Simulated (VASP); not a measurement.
# Si (Fd-3m) in VASP: a series of runs

The runs below take Si through single point, relaxation of cell and atoms, with LDA.

All numbers are computed with VASP 6.6.1; they aren't measurements. Logs are shortened: lines on timing, memory, paths and dates and some standing lists are left out, and cuts for length are marked.

## Step 1: The cell of the first run

The structure is cubic, space group Fd-3m (No. 227). The conventional cell has a = 5.401 Å, b = 5.401 Å, c = 5.401 Å, α = 90.00°, β = 90.00°, γ = 90.00°. Si (site symmetry -43m) has 4 Si at 2.34 Å within 3.1 Å.

## Step 2: Single point, LDA, collinear spin, ferromagnetic start

INCAR

```
SYSTEM = Si
PREC = Accurate
ENCUT = 520
EDIFF = 1E-7
ISMEAR = -1
SIGMA = 0.05
LREAL = .FALSE.
LASPH = .TRUE.
NELM = 150
ALGO = Normal
ISIF = 2
LWAVE = .FALSE.
LCHARG = .FALSE.
ISPIN = 2
MAGMOM = 3 3
LORBIT = 11
NBANDS = 15
```

KPOINTS

```
Automatic mesh
0
G
  11 11 11
  0 0 0
```

POSCAR

```
Si
1.0
    0.0000000000      2.7004800658      2.7004800658
    2.7004800658      0.0000000000      2.7004800658
    2.7004800658      2.7004800658      0.0000000000
Si
2
Direct
    0.7500000000      0.7500000000      0.7500000000
    0.5000000000      0.5000000000      0.5000000000
```

Potentials or basis: VASP PAW LDA potentials, release 64 (Si).

Started as:

```bash
$ cat potpaw_LDA.64/Si/POTCAR > POTCAR
$ mpirun -np 1 vasp_std > vasp.out
```

OUTCAR:

```text
SYSTEM = Si
   PREC = Accurate
   ENCUT = 520
   EDIFF = 1E-7
   ISMEAR = -1
   LREAL = .FALSE.
   LASPH = .TRUE.
   NELM = 150
   ISIF = 2
   ISPIN = 2
   LORBIT = 11

 ion  position               nearest neighbor table
   1  0.750  0.750  0.750-   2 2.34   2 2.34   2 2.34   2 2.34
   2  0.500  0.500  0.500-   1 2.34   1 2.34   1 2.34   1 2.34

  LATTYP: Found a face centered cubic cell.
 ALAT       =     5.4009601316

  Lattice vectors:

 A1 = (   0.0000000000,   2.7004800658,   2.7004800658)
 A2 = (   2.7004800658,   0.0000000000,   2.7004800658)
 A3 = (   2.7004800658,   2.7004800658,   0.0000000000)

Analysis of symmetry for initial positions (statically):
=====================================================================
 Subroutine PRICEL returns:
 Original cell was already a primitive cell.

 Routine SETGRP: Setting up the symmetry group for a
 face centered cubic supercell.

 Subroutine GETGRP returns: Found 48 space group operations
 (whereof 24 operations were pure point group operations)
 out of a pool of 48 trial point group operations.

The static configuration has the point symmetry T_d .
 The point group associated with its full space group is O_h .

Analysis of symmetry for dynamics (positions and initial velocities):
=====================================================================
 Subroutine PRICEL returns:
 Original cell was already a primitive cell.

 Routine SETGRP: Setting up the symmetry group for a
 face centered cubic supercell.

 Subroutine GETGRP returns: Found 48 space group operations
 (whereof 24 operations were pure point group operations)
 out of a pool of 48 trial point group operations.

The dynamic configuration has the point symmetry T_d .
 The point group associated with its full space group is O_h .

Analysis of structural, dynamic, and magnetic symmetry:
=====================================================================
 Subroutine PRICEL returns:
 Original cell was already a primitive cell.

 Routine SETGRP: Setting up the symmetry group for a
 face centered cubic supercell.

 Subroutine GETGRP returns: Found 48 space group operations
 (whereof 24 operations were pure point group operations)
 out of a pool of 48 trial point group operations.

The overall configuration has the point symmetry T_d .
 The point group associated with its full space group is O_h .

 Subroutine INISYM returns: Found 48 space group operations
 (whereof 24 operations are pure point group operations),
 and found     1 'primitive' translations

----------------------------------------------------------------------------------------

                                     Primitive cell

  volume of cell :      39.3870

  direct lattice vectors                    reciprocal lattice vectors
     0.000000000  2.700480066  2.700480066    -0.185152265  0.185152265  0.185152265
     2.700480066  0.000000000  2.700480066     0.185152265 -0.185152265  0.185152265
     2.700480066  2.700480066  0.000000000     0.185152265  0.185152265 -0.185152265

  length of vectors
     3.819055534  3.819055534  3.819055534     0.320693130  0.320693130  0.320693130

  position of ions in fractional coordinates (direct lattice)
     0.750000000  0.750000000  0.750000000
     0.500000000  0.500000000  0.500000000

  ion indices of the primitive-cell ions
   primitive index   ion index
                 1           1
                 2           2

----------------------------------------------------------------------------------------

 KPOINTS: Automatic mesh

Automatic generation of k-mesh.
 Grid dimensions read from file:
 generate k-points for:   11   11   11

 Generating k-lattice:

  Cartesian coordinates                     Fractional coordinates (reciprocal lattice)
    -0.016832024  0.016832024  0.016832024     0.090909091  0.000000000  0.000000000
     0.016832024 -0.016832024  0.016832024     0.000000000  0.090909091  0.000000000
     0.016832024  0.016832024 -0.016832024     0.000000000  0.000000000  0.090909091

  Length of vectors
     0.029153921  0.029153921  0.029153921

  Shift w.r.t. Gamma in fractional coordinates (k-lattice)
     0.000000000  0.000000000  0.000000000

 Subroutine IBZKPT returns following result:
 ===========================================

 Found     56 irreducible k-points:

 Following reciprocal coordinates:
[... 39 lines left out ...]
   LNONCOLLINEAR =      F non collinear calculations
   LSORBIT =      F    spin-orbit coupling
   LASPH  =      T    aspherical Exc in radial PAW
   ENCUT  =  520.0 eV  38.22 Ry    6.18 a.u.   7.10  7.10  7.10*2*pi/ulx,y,z
   NELM   =    150;   NELMIN=  2; NELMDL= -5     # of ELM steps
   EDIFF  = 0.1E-06   stopping-criterion for ELM
   LREAL  =      F    real-space projection
   EDIFFG = 0.1E-05   stopping-criterion for IOM
   NSW    =      0    number of steps for IOM
   IBRION =     -1    ionic relax: 0-MD 1-quasi-New 2-CG
   NFREE  =      0    steps in history (QN), initial steepest desc. (CG)
   ISIF   =      2    stress and relaxation
   ISYM   =      2    0-nonsym 1-usesym 2-fastsym
   POTIM  = 0.5000    time-step for ionic-motion
   TEBEG  =    0.0;   TEEND  =   0.0 temperature during run
   PSTRESS=    0.0 pullay stress
   NELECT =       8.0000    total number of electrons
   NUPDOWN=      -1.0000    fix difference up-down
   EMIN   =  10.00;   EMAX   =-10.00  energy-range for DOS
   EFERMI =   0.00;   METHOD = LEGACY
   ISMEAR =    -1;   SIGMA  =   0.05  broadening in eV -4-tet -1-fermi 0-gaus
   EFERMI_NEDOS =   21; number of points for ismear=-14 and -15
   IALGO  =     38    algorithm
   IMIX   =      4    mixing-type and parameters
     AMIX     =   0.40;   BMIX     =  1.00
     AMIX_MAG =   1.60;   BMIX_MAG =  1.00
  volume/ion in A,a.u.               =      19.69       132.90
  Fermi-wavevector in a.u.,A,eV,Ry     =   0.962322  1.818525 12.599867  0.926064
  Thomas-Fermi vector in A             =   2.091771
   LORBIT       =     11    0 simple, 1 ext, 2 COOP (PROOUT), +10 PAW based schemes
   GGA     = CA    functional components
   LHFCALC =     F    Hartree Fock is set to
   AEXX    =    0.0000 exact exchange contribution
   IVDW    =     0    specifies the selected vdW correction
   LEPSILON=     F    determine dielectric tensor
   LRPA    =     F    only Hartree local field effects (RPA)
 spin polarized calculation
  energy-cutoff  :      520.00
  volume of cell :       39.39
 maximum number of plane-waves:      1071
   NGX = 15   NGY = 15   NGZ = 15

 number of electron       8.0000001 magnetization      -0.0001934

 number of electron       8.0000001 magnetization       0.0001144

 Free energy of the ion-electron system (eV)
  ---------------------------------------------------
  ext. energy  EPLUGINS =         0.00000000
  ---------------------------------------------------
  free energy    TOTEN  =       -11.91953733 eV

  energy without entropy =      -11.91948135  energy(sigma->0) =      -11.91950934

 E-fermi :   6.1521     XC(G=0):  -9.6678

 val. band max:        5.9388745020   @ k =   0.0000   0.0000   0.0000
 cond. band min:       6.4005616408   @ k =   0.4545   0.4545   0.0000
 fundamental gap:      0.4616871388
 Fermi energy:         6.1520630089

 spin component 1

 k-point     1 :       0.0000    0.0000    0.0000
  band No.  band energies     occupation
      1      -6.1315      1.00000
      2       5.9388      0.98614
      3       5.9388      0.98614
      4       5.9388      0.98614
      5       8.4700      0.00000
      6       8.4700      0.00000
      7       8.4700      0.00000
      8       9.3374      0.00000
      9      13.6752      0.00000
     10      13.6752      0.00000
     11      13.6868      0.00000
     12      17.1038      0.00000
     13      17.1038      0.00000
     14      17.1038      0.00000
[... 403 lines left out ...]
      4       5.2474      1.00000
      5       8.9007      0.00000
      6       9.6619      0.00000
      7       9.9372      0.00000
      8      11.5749      0.00000
      9      11.9743      0.00000
     10      15.9725      0.00000
     11      16.4792      0.00000
     12      17.5338      0.00000
     13      19.6495      0.00000
     14      20.9547      0.00000
     15      22.4741      0.00000

 [... further k-points ...]

 spin component 2

 k-point     1 :       0.0000    0.0000    0.0000
  band No.  band energies     occupation
      1      -6.1314      1.00000
      2       5.9389      0.98613
      3       5.9389      0.98613
      4       5.9389      0.98613
      5       8.4701      0.00000
      6       8.4701      0.00000
      7       8.4701      0.00000
      8       9.3375      0.00000
      9      13.6753      0.00000
     10      13.6753      0.00000
     11      13.6869      0.00000
     12      17.1039      0.00000
     13      17.1039      0.00000
     14      17.1039      0.00000
[... 403 lines left out ...]
      4       5.2475      1.00000
      5       8.9008      0.00000
      6       9.6619      0.00000
      7       9.9373      0.00000
      8      11.5749      0.00000
      9      11.9744      0.00000
     10      15.9726      0.00000
     11      16.4793      0.00000
     12      17.5338      0.00000
     13      19.6496      0.00000
     14      20.9548      0.00000
     15      22.4742      0.00000

 [... further k-points ...]

------------------------ aborting loop because EDIFF is reached ----------------------------------------

  FORCE on cell =-STRESS in cart. coord.  units (eV):
  Direction    XX          YY          ZZ          XY          YZ          ZX
  --------------------------------------------------------------------------------------
  -------------------------------------------------------------------------------------
  Total        0.0243991      0.0243991      0.0243991      0.0000000      0.0000000      0.0000000
  in kB        0.9925035      0.9925035      0.9925035      0.0000000      0.0000000      0.0000000
  external PRESSURE =       0.9925035 kB  Pullay stress =       0.0000000 kB

 VOLUME and BASIS-vectors are now :
 -----------------------------------------------------------------------------
  energy-cutoff  :      520.00
  volume of cell :       39.39
      direct lattice vectors                 reciprocal lattice vectors
     0.000000000  2.700480066  2.700480066    -0.185152265  0.185152265  0.185152265
     2.700480066  0.000000000  2.700480066     0.185152265 -0.185152265  0.185152265
     2.700480066  2.700480066  0.000000000     0.185152265  0.185152265 -0.185152265

 POSITION                                       TOTAL-FORCE (eV/Angst)
 -----------------------------------------------------------------------------------
      4.05072      4.05072      4.05072         0.000000      0.000000      0.000000
      2.70048      2.70048      2.70048        -0.000000     -0.000000     -0.000000
 -----------------------------------------------------------------------------------
    total drift:                               -0.000000      0.000000     -0.000000

  FREE ENERGIE OF THE ION-ELECTRON SYSTEM (eV)
  ---------------------------------------------------
  free  energy   TOTEN  =       -11.9195373323 eV

  energy  without entropy=      -11.9194813511  energy(sigma->0) =      -11.91950934

 total charge

# of ion       s       p       d       tot
------------------------------------------
    1        0.759   0.958   0.000   1.717
    2        0.759   0.958   0.000   1.717
--------------------------------------------------
tot          1.517   1.916   0.000   3.433

 magnetization (x)

# of ion       s       p       d       tot
------------------------------------------
    1        0.000   0.000   0.000   0.000
    2        0.000   0.000   0.000   0.000
--------------------------------------------------
tot          0.000   0.000   0.000   0.000
```

Wall time 44 s (1 thread of Intel Xeon Platinum 8259CL at 2.50GHz (Skylake/Cascade Lake), shared host); peak memory 0.17 GiB.

What came out:

* Free energy: -11.9195 eV
* Pressure: 0.1 GPa
* Band gap on the k mesh: 0.46 eV, indirect (least direct gap 2.53 eV)
* Net moment: 0.00 μB per cell
* Valence electrons inside the program's atomic spheres: Si 1.72

## Step 3: Relaxation of cell and atoms, LDA, collinear spin, ferromagnetic start

This run uses another cell than the first one, of 20.78 Å³/atom, 1.055 times its volume.

INCAR

```
SYSTEM = Si
PREC = Accurate ; ENCUT = 600
EDIFF = 1E-6 ; ISMEAR = -1
SIGMA = 0.05 ; LREAL = .False.
LASPH = .True. ; NELM = 150
ALGO = Normal ; ISIF = 3
LWAVE = .False. ; LCHARG = .False.
ISPIN = 2 ; MAGMOM = 3 3
LORBIT = 11 ; IBRION = 2
NSW = 100 ; EDIFFG = -0.005
```

KPOINTS

```
Automatic mesh
0
Gamma
  11 11 11
  0 0 0
```

POSCAR

```
Si
1.0
    0.0000000000      2.7492688318      2.7492688318
    2.7492688318      0.0000000000      2.7492688318
    2.7492688318      2.7492688318      0.0000000000
Si
2
Direct
    0.7500000000      0.7500000000      0.7500000000
    0.5000000000      0.5000000000      0.5000000000
```

Potentials or basis: VASP PAW LDA potentials, release 64 (Si).

Started as:

```bash
$ cat potpaw_LDA.64/Si/POTCAR > POTCAR
$ mpirun -np 1 vasp_std > vasp.out
```

Wall time 1.8 min (1 thread of Intel Xeon Platinum 8488C (Sapphire Rapids), shared host); peak memory 0.18 GiB.

It converged, with:

```
Free energy                                           : -11.9198 eV
Relaxed volume                                        : 19.72 Å³/atom
Relaxed cell                                          : a = 3.821 Å, b = 3.821 Å, c = 3.821 Å, α = 60.00°, β = 60.00°, γ = 60.00°
Space group after relaxing (to 0.05 Å)                : Fd-3m (No. 227)
Energy gained by relaxing                             : 15.8 meV/atom
Ionic steps                                           : 3
Pressure after relaxing                               : 0.0 GPa
Band gap on the k mesh                                : 0.46 eV, indirect (least direct gap 2.53 eV)
Net moment                                            : 0.00 μB per cell
Valence electrons inside the program's atomic spheres : Si 1.72
```

The path:
```csv
step,energy change (eV),largest force (eV/Å),pressure (GPa),volume (Å³)
1,0.0000,0.0000,-4.54,41.56
2,-0.0176,0.0000,3.52,38.12
3,-0.0316,0.0000,-0.01,39.44
```

Final structure:
```cif
data_structure
_symmetry_space_group_name_H-M 'P 1'
_symmetry_Int_Tables_number 1
_cell_length_a 3.8207
_cell_length_b 3.8207
_cell_length_c 3.8207
_cell_angle_alpha 60.000
_cell_angle_beta 60.000
_cell_angle_gamma 60.000
_cell_volume 39.44
loop_
_atom_site_label
_atom_site_type_symbol
_atom_site_fract_x
_atom_site_fract_y
_atom_site_fract_z
_atom_site_occupancy
Si1 Si 0.75000 0.75000 0.75000 1
Si2 Si 0.50000 0.50000 0.50000 1
```

Levels at points of the mesh, in eV from the valence-band top:
Spin up:
```
           k point  band 1  band 2  band 3  band 4  band 5  band 6  band 7  band 8
(0.00, 0.00, 0.00)  -12.06    0.00    0.00    0.00    2.53    2.53    2.53    3.38
```
Spin down:
```
           k point  band 1  band 2  band 3  band 4  band 5  band 6  band 7  band 8  band 9
(0.00, 0.00, 0.00)  -12.06    0.00    0.00    0.00    2.53    2.53    2.53    3.38    7.74
```
